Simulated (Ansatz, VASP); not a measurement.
## Na: VASP beside Ansatz

Contents of INCAR:

```
SYSTEM = Na
PREC     = Accurate       ! precision mode
ENCUT    = 520            ! plane-wave cutoff, eV
EDIFF    = 1E-6           ! SCF threshold, eV
ISMEAR   = 0              ! smearing method
SIGMA    = 0.15           ! smearing width, eV
LREAL    = .FALSE.        ! projectors in reciprocal space
LASPH    = .TRUE.         ! aspherical terms in the spheres
NELM     = 80             ! most SCF steps
ALGO     = Fast           ! electronic algorithm
ISIF     = 2              ! what is computed and relaxed
LWAVE    = .FALSE.        ! write WAVECAR
LCHARG   = .FALSE.        ! write CHGCAR
NBANDS   = 14             ! bands
```

File KPOINTS:

```
Automatic mesh
0
G
  15 15 8
  0 0 0
```

POSCAR

```
Na
1.0
    3.7658190936      0.0000000000      0.0000000000
   -1.8829095468      3.2612950011      0.0000000000
    0.0000000000      0.0000000000      5.8981745703
Na
2
Direct
    0.1400154968      0.6666666667      0.2500000000
    0.8599845032      0.3333333333      0.7500000000
```

Input for Ansatz:

```yaml
crystal:
  lattice:
    - [3.7658190936, 0.0, 0.0]
    - [-1.8829095468, 3.2612950011, 0.0]
    - [0.0, 0.0, 5.8981745703]
  atoms:
    - { symbol: Na, position: [0.1400154968, 0.6666666667, 0.25] }
    - { symbol: Na, position: [0.8599845032, 0.3333333333, 0.75] }
basis:
  ecutwfc: 520.0
kpoints:
  mp_grid: { grid: [15, 15, 8] }
hamiltonian:
  xc: lda
  pseudopotentials: { kind: paw }
scf:
  occupations: { method: gaussian, width: 0.15 }
output:
  forces: true
  stress: true
  eigenvalues: true
```

Change from the starting cell: mode 4 frozen in at -0.700 Å, equal normal strain along x and y +0.0400.

Alike in both runs: task single point; functional LDA; k mesh 15 × 15 × 8; occupations gaussian, width 0.15 eV; no spin polarisation.

|  | VASP | Ansatz |
| --- | --- | --- |
| version | VASP 6.6.1 | Ansatz 0.2.0 |
| potentials or method | VASP PAW LDA potentials, release 64 (Na_pv), cutoff 520 eV | scalar-relativistic, plane waves, PAW |
| valence electrons in the cell | 14 | 18 |

Ansatz gave:

```
gap on the k mesh at the Fermi level (eV)                     : none
pressure (GPa)                                                : -0.4
traceless stress, the component that is largest in VASP (GPa) : 1.30
rms of the force components (eV/Å)                            : 0.103
```

Task: Which values does VASP return?

Result: gap on the k mesh at the Fermi level (eV): none; pressure (GPa): -0.5; traceless stress, the component that is largest in VASP (GPa): 1.30; rms of the force components (eV/Å): 0.103.

LDA's correlation is that of Perdew and Zunger in VASP and of Perdew and Wang (1992) in Ansatz. Atom by atom the forces differ by 0.000 eV/Å (rms over components). A gap of «none» marks a metal or a gap that the smearing closes. VASP's potentials hold 14 valence electrons a cell and Ansatz's 18, so a difference there can come from the potentials and not from the codes.
